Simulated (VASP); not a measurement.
A run of VASP 6.6.1 is set up as follows.

File INCAR:

```
SYSTEM = V4N
  PREC = Accurate
  ENCUT = 520
  EDIFF = 1E-6
  ISMEAR = 0
  SIGMA = 0.1
  LREAL = .False.
  LASPH = .True.
  NELM = 100
  ALGO = Fast
  ISIF = 2
  LWAVE = .False.
  LCHARG = .False.
  LDIPOL = .True.
  IDIPOL = 3
  DIPOL = 0.5 0.5 0.493
  GGA = PS
  NBANDS = 36
```

Contents of KPOINTS:

```
regular mesh
0
Gamma
  12 12 1
  0 0 0
```

Contents of POSCAR:

```
V4N
1.0
    2.5624431093      0.0000000000      0.0000000000
   -0.8541477031      2.4158945320      0.0000000000
    0.0000000000      0.0000000000     25.2766781127
V N
4 1
Direct
    0.5000000000      0.5000000000      0.3362783655
    0.0000000000      0.0000000000      0.4190513481
    0.4915951656      0.5084048344      0.4986723070
   -0.0122080712      0.0122080712      0.5877400620
    0.3727010938      0.6272989062      0.6217183124
```

Potentials or basis: VASP PAW PBE potentials, release 64 (V_sv, N).

Command:

```sh
$ cat potpaw_PBE.64/V_sv/POTCAR potpaw_PBE.64/N/POTCAR > POTCAR
$ mpirun -np 1 vasp_std > vasp.out
```

Question: Estimate the largest force.

Answer: 0.300 eV/Å.

Question: Estimate the band gap on the k mesh.

Answer: Zero (an odd number of electrons rules out a gap without spin polarisation).

Forces on the atoms (eV/Å):
```
V    0.015 -0.011  0.284
V   -0.017  0.012 -0.300
V    0.005 -0.003  0.006
V   -0.007  0.005 -0.100
N    0.005 -0.003  0.109
```

Caveat: the PAW data sets were made with another functional, which shifts forces and pressure a little; the run has no spin polarisation, though such a crystal can be magnetic. With open d or f shells a metallic result of PBEsol can be an artefact of self-interaction; +U or a hybrid may open a gap.
